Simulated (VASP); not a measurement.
Input of a VASP 6.6.1 run:

The input INCAR:

```
SYSTEM = GaSb
ALGO     = Normal         ! electronic algorithm
EDIFF    = 1E-7           ! SCF threshold, eV
ENCUT    = 520            ! plane-wave cutoff, eV
GGA      = PE             ! functional
ISIF     = 2              ! what is computed and relaxed
ISMEAR   = -1             ! smearing method
LASPH    = .TRUE.         ! aspherical terms in the spheres
LCHARG   = .FALSE.        ! write CHGCAR
LREAL    = .FALSE.        ! projectors in reciprocal space
LWAVE    = .FALSE.        ! write WAVECAR
NBANDS   = 16             ! bands
NELM     = 100            ! most SCF steps
PREC     = Accurate       ! precision mode
SIGMA    = 0.1            ! smearing width, eV
```

The input KPOINTS:

```
k-points
0
G
  13 13 13
  0 0 0
```

Contents of POSCAR:

```
GaSb
1.0
    3.4615137090      0.0000000000      0.0000000000
    0.0000000000      3.4615137090      0.0000000000
    0.0000000000      0.0000000000      3.4615137090
Ga Sb
1 1
Direct
    0.0000000000      0.0000000000      0.0000000000
    0.5000000000      0.5000000000      0.5000000000
```

Potentials or basis: VASP PAW PBE potentials, release 64 (Ga_d, Sb).

Run with:

```bash
$ cat potpaw_PBE.64/Ga_d/POTCAR potpaw_PBE.64/Sb/POTCAR > POTCAR
$ mpirun -np 1 vasp_std > vasp.out
```

(1) Predict the band gap on the k mesh.

(2) What does it give for the pressure?

Answers

(1) zero (band 9 reaches 10.36 eV, above the bottom of band 10 at 5.66 eV).

(2) 8.7 GPa.

Caveat: spin-orbit coupling is left out, which moves the levels of the heavy elements.
